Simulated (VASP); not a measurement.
Set up this calculation in VASP 6.6.1, as the native input.

| Item | Value |
| --- | --- |
| Task | molecular dynamics |
| Functional | PBE |
| Potentials or basis | VASP PAW PBE potentials, release 64 (Si) |
| Cutoff | 520 eV |
| k mesh | 1 × 1 × 1, shifted |
| Occupations | fermi-dirac, width 0.05 eV |
| Spin | no spin polarisation |
| Dipole correction | no |
| Further INCAR settings | LREAL = Auto; ALGO = Normal; EDIFF = 1e-05; ISYM = 0; IBRION = 0; POTIM = 3.0; NSW = 40 |

The structure of Si lies in POSCAR:

```
Si
1.0
    7.2812860000      0.0138440000     -0.2431290000
    0.0138440000      7.4715990000     -0.0584000000
   -0.2431290000     -0.0584000000      7.1523540000
Si
20
Direct
    0.0897749803      0.0708678119      0.4443890150
    0.1276810847      0.4886253844      0.7562271090
    0.6849446349      0.9679951611      0.0250710543
    0.9500041485      0.1456346474      0.1065275734
    0.5577259215      0.8435480773      0.2805738551
    0.9090644756      0.9442010806      0.6410417599
    0.1067776617      0.8153837034      0.8641885304
    0.8234902994      0.5148539749      0.6756606564
    0.5071757479      0.3731939302      0.6844592771
    0.4927761407      0.0953374875      0.4866297873
    0.4356528696      0.6238402423      0.9800223145
    0.7904803455      0.2083461793      0.7668218648
    0.4380679111      0.9996118397      0.7960083338
    0.1841618563      0.4131950634      0.1425579409
    0.9990398112      0.6500042634      0.1969458518
    0.7906444972      0.7015906354      0.4220664259
    0.7473705127      0.6696072401      0.9398204419
    0.2421713445      0.3580036186      0.4664388699
    0.2034584838      0.8885641788      0.1964146334
    0.1894951258      0.2156483772      0.8691508373
```

These files were run (other wordings do the same):

INCAR

```
SYSTEM = Si
PREC = Accurate
ENCUT = 520
EDIFF = 1E-5
ISMEAR = -1
SIGMA = 0.05
LREAL = Auto
LASPH = .TRUE.
NELM = 60
ALGO = Normal
ISIF = 2
LWAVE = .FALSE.
LCHARG = .FALSE.
GGA = PE
ISYM = 0
IBRION = 0
NSW = 40
POTIM = 3.0
TEBEG = 300.0
TEEND = 300.0
NELMIN = 4
RANDOM_SEED = 75846 0 0
MDALGO = 3
LANGEVIN_GAMMA = 15
```

KPOINTS

```
Automatic mesh
0
Gamma
  1 1 1
  0.25 0.25 0.25
```

Potentials or basis: VASP PAW PBE potentials, release 64 (Si).

Run with:

```bash
$ cat potpaw_PBE.64/Si/POTCAR > POTCAR
$ mpirun -np 1 vasp_std > vasp.out
```

It took 14 min on 1 thread of Intel(R) Xeon(R) Platinum 8488C (Sapphire Rapids) (shared host), peak memory 0.44 GiB.
